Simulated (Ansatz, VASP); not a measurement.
## Two plane-wave programs on MgSi2C2

```
CELL_PARAMETERS angstrom
-1.92070 1.92070 4.53506
1.92070 -1.92070 4.53506
1.92070 1.92070 -4.53506
ATOMIC_POSITIONS crystal
Mg 0.00000 0.00000 0.00000
Si 0.75000 0.25000 0.50000
Si 0.25000 0.75000 0.50000
C 0.38420 0.38420 0.00000
C 0.61580 0.61580 0.00000
```

Change from the starting cell: species swapped into the BaAg2As2 type (I4/mmm, No. 139).

Alike in both runs: task relaxation of cell and atoms; functional PBE; k mesh 6 × 6 × 6; occupations gaussian, width 0.1 eV; no spin polarisation.

```csv
,VASP,Ansatz
version,VASP 6.6.1,Ansatz 0.2.0
potentials or method,"VASP PAW PBE potentials, release 64 (Mg, Si, C), cutoff 600 eV","scalar-relativistic, plane waves, PAW"
valence electrons in the cell,18,26
```

|  | VASP | Ansatz | Ansatz less VASP |
| --- | --- | --- | --- |
| gap on the k mesh at the Fermi level, each at its own relaxed structure (eV) | none | none | - |
| relaxed volume (Å³/atom) | 15.55 | 18.20 | +2.643 |
| relaxed cell length with the largest relative difference (Å) | 6.447 | 7.775 | +1.3278 |

A gap of «none» marks a metal or a gap that the smearing closes. One of these differences is far larger than is usual between the two programs; its cause wasn't traced. VASP's potentials hold 18 valence electrons a cell and Ansatz's 26, so a difference there can come from the potentials and not from the codes.

The k mesh is coarse, so the values compare programs but aren't converged. Noted on VASP's run: the volume moved by over 15 % at a fixed basis, so the end points are rough.
